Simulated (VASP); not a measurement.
# Os (P6_3/mmc) in VASP: a series of runs

Os is run at these levels: PBEsol; tasks: single point, relaxation of cell and atoms.

Everything below comes from runs of VASP 6.6.1. Logs are shortened: lines on timing, memory, paths and dates and some standing lists are left out, and cuts for length are marked.

### 1 The cell of the first run

It takes space group P6_3/mmc (No. 194, hexagonal). The conventional cell has a = 2.729 Å, b = 2.729 Å, c = 4.308 Å, α = 90.00°, β = 90.00°, γ = 120.00°. Within 3.5 Å of Os (site symmetry -6m2) lie 12 Os at 2.67 to 2.73 Å.

### 2 Single point, PBEsol

The input, INCAR:

```
PREC     = Accurate       # precision mode
ENCUT    = 520            # plane-wave cutoff, eV
EDIFF    = 1E-6           # SCF threshold, eV
ISMEAR   = -1             # smearing method
SIGMA    = 0.1            # smearing width, eV
LREAL    = F              # projectors in reciprocal space
LASPH    = T              # aspherical terms in the spheres
NELM     = 80             # most SCF steps
ALGO     = Normal         # electronic algorithm
ISIF     = 2              # what is computed and relaxed
LWAVE    = F              # write WAVECAR
LCHARG   = F              # write CHGCAR
GGA      = PS             # functional
NBANDS   = 15             # bands
```

The input, KPOINTS:

```
regular mesh
0
Gamma
  20 20 12
```

The input, POSCAR:

```
Os
1.0
    2.7291021337      0.0000000000      0.0000000000
   -1.3645510669      2.3634717773      0.0000000000
    0.0000000000      0.0000000000      4.3082629814
Os
2
Direct
    0.3333333333      0.6666666667      0.2500000000
    0.6666666667      0.3333333333      0.7500000000
```

Potentials or basis: VASP PAW PBE potentials, release 64 (Os).

Started as:

```sh
> cat potpaw_PBE.64/Os/POTCAR > POTCAR
> mpirun -np 1 vasp_std > vasp.out
```

OUTCAR:

```text
PREC = Accurate
   ENCUT = 520
   EDIFF = 1E-6
   ISMEAR = -1
   LREAL = F
   LASPH = T
   NELM = 80
   ISIF = 2
   GGA = PS

 ion  position               nearest neighbor table
   1  0.333  0.667  0.250-   2 2.67   2 2.67   2 2.67   2 2.67   2 2.67   2 2.67
   2  0.667  0.333  0.750-   1 2.67   1 2.67   1 2.67   1 2.67   1 2.67   1 2.67

  LATTYP: Found a hexagonal cell.
 ALAT       =     2.7291021337
 C/A-ratio  =     1.5786375043

  Lattice vectors:

 A1 = (   2.7291021337,   0.0000000000,   0.0000000000)
 A2 = (  -1.3645510669,   2.3634717773,   0.0000000000)
 A3 = (   0.0000000000,   0.0000000000,   4.3082629814)

Analysis of symmetry for initial positions (statically):
=====================================================================
 Subroutine PRICEL returns:
 Original cell was already a primitive cell.

 Routine SETGRP: Setting up the symmetry group for a
 hexagonal supercell.

 Subroutine GETGRP returns: Found 24 space group operations
 (whereof 12 operations were pure point group operations)
 out of a pool of 24 trial point group operations.

The static configuration has the point symmetry D_3d.
 The point group associated with its full space group is D_6h.

Analysis of symmetry for dynamics (positions and initial velocities):
=====================================================================
 Subroutine PRICEL returns:
 Original cell was already a primitive cell.

 Routine SETGRP: Setting up the symmetry group for a
 hexagonal supercell.

 Subroutine GETGRP returns: Found 24 space group operations
 (whereof 12 operations were pure point group operations)
 out of a pool of 24 trial point group operations.

The dynamic configuration has the point symmetry D_3d.
 The point group associated with its full space group is D_6h.

 Subroutine INISYM returns: Found 24 space group operations
 (whereof 12 operations are pure point group operations),
 and found     1 'primitive' translations

----------------------------------------------------------------------------------------

                                     Primitive cell

  volume of cell :      27.7890

  direct lattice vectors                    reciprocal lattice vectors
     2.729102134  0.000000000  0.000000000     0.366420878  0.211553193  0.000000000
    -1.364551067  2.363471777  0.000000000     0.000000000  0.423106385  0.000000000
     0.000000000  0.000000000  4.308262981     0.000000000  0.000000000  0.232112107

  length of vectors
     2.729102134  2.729102134  4.308262981     0.423106385  0.423106385  0.232112107

  position of ions in fractional coordinates (direct lattice)
     0.333333333  0.666666667  0.250000000
     0.666666667  0.333333333  0.750000000

  ion indices of the primitive-cell ions
   primitive index   ion index
                 1           1
                 2           2

----------------------------------------------------------------------------------------

 KPOINTS: regular mesh

Automatic generation of k-mesh.
 Grid dimensions read from file:
 generate k-points for:   20   20   12

 Generating k-lattice:

  Cartesian coordinates                     Fractional coordinates (reciprocal lattice)
     0.018321044  0.010577660  0.000000000     0.050000000  0.000000000  0.000000000
     0.000000000  0.021155319  0.000000000     0.000000000  0.050000000  0.000000000
     0.000000000  0.000000000  0.019342676     0.000000000  0.000000000  0.083333333

  Length of vectors
     0.021155319  0.021155319  0.019342676

  Shift w.r.t. Gamma in fractional coordinates (k-lattice)
     0.000000000  0.000000000  0.000000000

 Subroutine IBZKPT returns following result:
 ===========================================

 Found    308 irreducible k-points:

 Following reciprocal coordinates:
            Coordinates               Weight
  0.000000  0.000000  0.000000      1.000000
  0.050000  0.000000  0.000000      6.000000
  0.100000  0.000000  0.000000      6.000000
  0.150000  0.000000  0.000000      6.000000
  0.200000  0.000000  0.000000      6.000000
[... 45 lines left out ...]
 cond. band min:       9.4421335131   @ k =   0.1500   0.0000   0.3333
 fundamental gap:      0.0046107101
 Fermi energy:         9.4404748744

 k-point     1 :       0.0000    0.0000    0.0000
  band No.  band energies     occupation
      1      -1.6469      2.00000
      2       1.5188      2.00000
      3       6.3070      2.00000
      4       6.3070      2.00000
      5       6.5766      2.00000
      6       7.1644      2.00000
      7       7.1644      2.00000
      8       7.8217      2.00000
      9       7.8217      2.00000
     10       9.4160      1.12194
     11      11.1196      0.00000
     12      11.1196      0.00000
     13      18.5420      0.00000
     14      23.4383      0.00000
     15      26.1986      0.00000

 k-point     2 :       0.0500    0.0000    0.0000
  band No.  band energies     occupation
      1      -1.5443      2.00000
      2       1.6107      2.00000
      3       6.0580      2.00000
      4       6.3975      2.00000
      5       6.7971      2.00000
      6       7.1009      2.00000
      7       7.2491      2.00000
      8       7.7007      2.00000
      9       7.7468      2.00000
     10       8.8945      1.99153
     11      11.1725      0.00000
     12      11.7885      0.00000
     13      18.5359      0.00000
     14      23.6537      0.00000
     15      26.3342      0.00000

 k-point     3 :       0.1000    0.0000    0.0000
  band No.  band energies     occupation
      1      -1.2433      2.00000
      2       1.8720      2.00000
      3       5.6778      2.00000
      4       6.6662      2.00000
      5       6.8981      2.00000
      6       7.1514      2.00000
      7       7.2185      2.00000
      8       7.4995      2.00000
      9       7.5440      2.00000
     10       8.2635      1.99998
     11      11.3108      0.00000
     12      12.9859      0.00000
     13      18.5030      0.00000
     14      24.2543      0.00000
     15      26.7025      0.00000
[... 343 lines left out ...]
 k-point    23 :       0.2000    0.1000    0.0000
  band No.  band energies     occupation
      1       0.8016      2.00000
      2       3.1123      2.00000
      3       4.5976      2.00000
      4       4.6437      2.00000
      5       6.2736      2.00000
      6       6.3484      2.00000
      7       7.5841      2.00000
      8       8.3566      1.99996
      9       8.8344      1.99534
     10       9.6967      0.14318
     11      11.7506      0.00000
     12      17.4938      0.00000
     13      18.0653      0.00000
     14      23.4664      0.00000
     15      24.8026      0.00000

 k-point    24 :       0.2500    0.1000    0.0000
  band No.  band energies     occupation
      1       1.4746      2.00000
      2       3.0477      2.00000
      3       4.0297      2.00000
      4       4.7733      2.00000
      5       6.0613      2.00000
      6       6.4893      2.00000
      7       7.3361      2.00000
      8       8.9404      1.98662
      9       9.6524      0.21447
     10      10.5621      0.00003
     11      11.8460      0.00000
     12      17.9638      0.00000
     13      18.7646      0.00000
     14      21.5743      0.00000
     15      23.4998      0.00000

 [... further k-points ...]
[... 5 lines left out ...]
  --------------------------------------------------------------------------------------
  -------------------------------------------------------------------------------------
  Total        0.0882853      0.0882853      0.0756375     -0.0000000      0.0000000     -0.0000000
  in kB        5.0901023      5.0901023      4.3608905     -0.0000000      0.0000000     -0.0000000
  external PRESSURE =       4.8470317 kB  Pullay stress =       0.0000000 kB

 VOLUME and BASIS-vectors are now :
 -----------------------------------------------------------------------------
  energy-cutoff  :      520.00
  volume of cell :       27.79
      direct lattice vectors                 reciprocal lattice vectors
     2.729102134  0.000000000  0.000000000     0.366420878  0.211553193  0.000000000
    -1.364551067  2.363471777  0.000000000     0.000000000  0.423106385  0.000000000
     0.000000000  0.000000000  4.308262981     0.000000000  0.000000000  0.232112107

 POSITION                                       TOTAL-FORCE (eV/Angst)
 -----------------------------------------------------------------------------------
     -0.00000      1.57565      1.07707         0.000000      0.000000      0.000000
      1.36455      0.78782      3.23120         0.000000     -0.000000      0.000000
 -----------------------------------------------------------------------------------
    total drift:                               -0.000000      0.000000     -0.000000

  FREE ENERGIE OF THE ION-ELECTRON SYSTEM (eV)
  ---------------------------------------------------
  free  energy   TOTEN  =       -24.5069308075 eV

  energy  without entropy=      -24.4697934150  energy(sigma->0) =      -24.48836211
```

Wall time 60 s (1 thread of Intel Xeon Platinum 8124M at 3.00GHz (Skylake/Cascade Lake), shared host); peak memory 0.23 GiB.

What came out:

```yaml
Free_energy: -24.5069 eV
Pressure: 0.5 GPa
Band_gap_on_the_k_mesh: zero (band 8 reaches 11.53 eV, above the bottom of band 9 at 7.52 eV)
```

Caveat: the PAW data sets were made with another functional, which shifts forces and pressure a little; spin-orbit coupling is left out, which moves the levels of the heavy elements.

### 3 Single point, PBEsol

The input, INCAR:

```
SYSTEM = Os
  PREC = Accurate
  ENCUT = 520
  EDIFF = 1E-6
  ISMEAR = 1
  SIGMA = 0.001
  LREAL = .False.
  LASPH = .True.
  NELM = 100
  ALGO = Normal
  ISIF = 2
  LWAVE = .False.
  LCHARG = .True.
  GGA = PS
  LELF = .True.
  LVHAR = .True.
  NBANDS = 15
```

The input, KPOINTS:

```
Automatic mesh
0
Gamma
  20 20 12
  0 0 0
```

The input, POSCAR:

```
Os
1.0
    2.7286822595      0.0000000000      0.0000000000
   -1.3643411298      2.3631081556      0.0000000000
    0.0000000000      0.0000000000      4.3077703898
Os
2
Direct
    0.3333333333      0.6666666667      0.2500000000
    0.6666666667      0.3333333333      0.7500000000
```

Potentials or basis: VASP PAW PBE potentials, release 64 (Os).

Started as:

```sh
> cat potpaw_PBE.64/Os/POTCAR > POTCAR
> mpirun -np 1 vasp_std > vasp.out
```

Run time: 61 s. Hardware: 1 thread of Intel Xeon Platinum 8124M at 3.00GHz (Skylake/Cascade Lake), shared host; peak memory 0.23 GiB.

The run converged. Its results:

```yaml
Free_energy: -24.4901 eV
Pressure: 0.5 GPa
Band_gap_on_the_k_mesh: zero (band 8 reaches 11.54 eV, above the bottom of band 9 at 7.53 eV)
```

Stress tensor (GPa, compression positive):
```
0.55 0.00 0.00
0.00 0.55 0.00
0.00 0.00 0.36
```

Levels at points of the mesh, in eV from the Fermi level:
| k point | band 4 | band 5 | band 6 | band 7 | band 8 | band 9 | band 10 | band 11 | band 12 | band 13 |
| --- | --- | --- | --- | --- | --- | --- | --- | --- | --- | --- |
| (0.00, 0.00, 0.00) | -3.15 | -2.88 | -2.29 | -2.29 | -1.63 | -1.63 | -0.03 | 1.67 | 1.67 | 9.10 |
| (0.50, 0.00, 0.00) | -3.65 | -3.00 | -2.64 | -1.95 | 2.02 | 2.59 | 2.73 | 4.42 | 5.71 | 9.34 |
| (0.00, 0.00, 0.50) | -3.66 | -3.34 | -3.34 | -3.34 | -3.34 | 0.87 | 0.87 | 0.87 | 0.87 | 13.71 |
| (0.50, 0.00, 0.50) | -5.45 | -1.27 | -1.27 | -0.22 | -0.22 | 2.36 | 2.36 | 3.29 | 3.29 | 9.14 |

Caveat: the PAW data sets were made with another functional, which shifts forces and pressure a little; spin-orbit coupling is left out, which moves the levels of the heavy elements.

### 4 Relaxation of cell and atoms, PBEsol

This run uses another cell than the first one, of 13.98 Å³/atom, 1.006 times its volume.

The input, INCAR:

```
PREC = Accurate
ENCUT = 600
EDIFF = 1E-7
ISMEAR = -1
SIGMA = 0.1
LREAL = False
LASPH = True
NELM = 60
ALGO = Normal
ISIF = 3
LWAVE = False
LCHARG = False
GGA = PS
IBRION = 2
NSW = 100
EDIFFG = -0.002
```

The input, KPOINTS:

```
regular mesh
0
Gamma
  20 20 12
```

The input, POSCAR:

```
Os
1.0
    2.7341000000      0.0000000000      0.0000000000
   -1.3670500000      2.3678000565      0.0000000000
    0.0000000000      0.0000000000      4.3197000000
Os
2
Direct
    0.3333333333      0.6666666667      0.2500000000
    0.6666666667      0.3333333333      0.7500000000
```

Started as:

```sh
> cat potpaw_PBE.64/Os/POTCAR > POTCAR
> mpirun -np 1 vasp_std > vasp.out
```

It took 4.1 min on 1 thread of Intel Xeon Platinum 8124M at 3.00GHz (Skylake/Cascade Lake), shared host; peak memory 0.27 GiB.

Results (log left out):

```
Free energy                            : -24.5079 eV
Relaxed volume                         : 13.91 Å³/atom
Relaxed cell                           : a = 2.731 Å, b = 2.731 Å, c = 4.310 Å, α = 90.00°, β = 90.00°, γ = 120.00°
Space group after relaxing (to 0.05 Å) : P6_3/mmc (No. 194)
Energy gained by relaxing              : 0.5 meV/atom
Ionic steps                            : 8
Pressure after relaxing                : 0.0 GPa
Band gap on the k mesh                 : zero (band 8 reaches 11.50 eV, above the bottom of band 9 at 7.50 eV)
```

The path:
```
step  energy change (eV)  largest force (eV/Å)  pressure (GPa)  volume (Å³)
   1              0.0000                0.0000           -2.16        27.96
   2              0.0192                0.0000           10.58        27.21
   3             -0.0010                0.0000            0.01        27.83
   4             -0.0010                0.0000            0.05        27.82
   5             -0.0010                0.0000            0.01        27.83
   6             -0.0010                0.0000            0.04        27.83
   7             -0.0010                0.0000           -0.12        27.84
   8             -0.0010                0.0000            0.01        27.83
```

Final structure:
```xyz
2
Lattice="2.7305 0.0000 0.0000 -1.3653 2.3647 0.0000 0.0000 0.0000 4.3098" Properties=species:S:1:pos:R:3 pbc="T T T"
Os    0.0000    1.5765    1.0774
Os    1.3653    0.7882    3.2323
```

Levels at points of the mesh, in eV from the Fermi level:
| k point | band 6 | band 7 | band 8 | band 9 | band 10 | band 11 |
| --- | --- | --- | --- | --- | --- | --- |
| (0.00, 0.00, 0.00) | -2.27 | -2.27 | -1.62 | -1.62 | -0.02 | 1.68 |
| (0.50, 0.00, 0.00) | -2.63 | -1.93 | 2.02 | 2.59 | 2.73 | 4.42 |
| (0.00, 0.00, 0.50) | -3.32 | -3.32 | -3.32 | 0.88 | 0.88 | 0.88 |
| (0.50, 0.00, 0.50) | -1.26 | -0.21 | -0.21 | 2.37 | 2.37 | 3.29 |

Caveat: the PAW data sets were made with another functional, which shifts forces and pressure a little; spin-orbit coupling is left out, which moves the levels of the heavy elements.

### 5 Relaxation of cell and atoms, PBEsol

This run uses another cell than the first one, of 13.98 Å³/atom, 1.006 times its volume.

The input, INCAR:

```
PREC     = Accurate       # precision mode
ENCUT    = 600            # plane-wave cutoff, eV
EDIFF    = 1E-6           # SCF threshold, eV
ISMEAR   = 1              # smearing method
SIGMA    = 0.001          # smearing width, eV
LREAL    = F              # projectors in reciprocal space
LASPH    = T              # aspherical terms in the spheres
NELM     = 100            # most SCF steps
ALGO     = Normal         # electronic algorithm
ISIF     = 3              # what is computed and relaxed
LWAVE    = F              # write WAVECAR
LCHARG   = F              # write CHGCAR
GGA      = PS             # functional
IBRION   = 2              # ionic algorithm
NSW      = 100            # ionic steps
EDIFFG   = -0.002         # ionic threshold
```

The input, KPOINTS:

```
Automatic mesh
0
Gamma
  20 20 12
```

POSCAR is that of step 4.

Started as:

```sh
> cat potpaw_PBE.64/Os/POTCAR > POTCAR
> mpirun -np 1 vasp_std > vasp.out
```

Wall time 4.7 min (1 thread of Intel Xeon Platinum 8124M at 3.00GHz (Skylake/Cascade Lake), shared host); peak memory 0.27 GiB.

It converged, with:

```yaml
Free_energy: -24.4911 eV
Relaxed_volume: 13.91 Å³/atom
Relaxed_cell: a = 2.730 Å, b = 2.730 Å, c = 4.309 Å, α = 90.00°, β = 90.00°, γ = 120.00°
Space_group_after_relaxing_to_0.05_Å: P6_3/mmc (No. 194)
Energy_gained_by_relaxing: 0.6 meV/atom
Ionic_steps: 11
Pressure_after_relaxing: 0.0 GPa
Band_gap_on_the_k_mesh: zero (band 8 reaches 11.51 eV, above the bottom of band 9 at 7.51 eV)
```

The path:
```csv
step,energy change (eV),largest force (eV/Å),pressure (GPa),volume (Å³)
1,0.0000,0.0000,-2.35,27.96
2,0.0230,0.0000,11.60,27.14
3,-0.0011,0.0000,0.02,27.82
4,-0.0011,0.0000,0.02,27.81
5,0.0048,0.0000,5.66,27.48
6,-0.0011,0.0000,0.11,27.81
7,-0.0011,0.0000,-0.39,27.84
8,-0.0012,0.0000,-0.03,27.82
9,-0.0012,0.0000,-0.05,27.82
10,-0.0012,0.0000,0.10,27.81
11,-0.0012,0.0000,-0.01,27.82
```

Final structure:
```
Os
1.0
     2.73033    0.00000    0.00000
    -1.36517    2.36454    0.00000
     0.00000    0.00000    4.30884
Os
2
Direct
  0.33333 0.66667 0.25000
  0.66667 0.33333 0.75000
```

Levels at points of the mesh, in eV from the Fermi level:
```tsv
k point	band 4	band 5	band 6	band 7	band 8	band 9	band 10	band 11	band 12
(0.00, 0.00, 0.00)	-3.14	-2.87	-2.29	-2.29	-1.63	-1.63	-0.03	1.67	1.67
(0.50, 0.00, 0.00)	-3.64	-3.00	-2.63	-1.94	2.01	2.58	2.72	4.41	5.70
(0.00, 0.00, 0.50)	-3.65	-3.34	-3.34	-3.34	-3.34	0.87	0.87	0.87	0.87
(0.50, 0.00, 0.50)	-5.44	-1.27	-1.27	-0.22	-0.22	2.35	2.35	3.29	3.29
```

Caveat: the PAW data sets were made with another functional, which shifts forces and pressure a little; spin-orbit coupling is left out, which moves the levels of the heavy elements.

### 6 The runs side by side

| task | cell | cutoff (eV) | smearing | gap on the mesh (eV) | pressure (GPa) | relaxed volume (Å³/atom) |
| --- | --- | --- | --- | --- | --- | --- |
| single point | a = 2.729, b = 2.729, c = 4.308 Å, angles 90.0, 90.0, 120.0°, 2 atoms | 520 | fermi-dirac 0.1 eV | none | 0.5 | - |
| single point | a = 2.729, b = 2.729, c = 4.308 Å, angles 90.0, 90.0, 120.0°, 2 atoms | 520 | methfessel-paxton 0.001 eV | none | 0.5 | - |
| relaxation of cell and atoms | relaxed from a = 2.734, b = 2.734, c = 4.320 Å, angles 90.0, 90.0, 120.0°, 2 atoms | 600 | fermi-dirac 0.1 eV | none | 0.0 | 13.91 |
| relaxation of cell and atoms | relaxed from a = 2.734, b = 2.734, c = 4.320 Å, angles 90.0, 90.0, 120.0°, 2 atoms | 600 | methfessel-paxton 0.001 eV | none | 0.0 | 13.91 |

Alike in all rows: level PBEsol; potentials or basis VASP PAW PBE potentials, release 64 (Os); no spin polarisation; k mesh 20 × 20 × 12.

Caveats: the PAW data sets were made with another functional, which shifts forces and pressure a little; spin-orbit coupling is left out, which moves the levels of the heavy elements.

Total energies depend on the potentials used, so only differences within one code and one set of settings carry meaning.
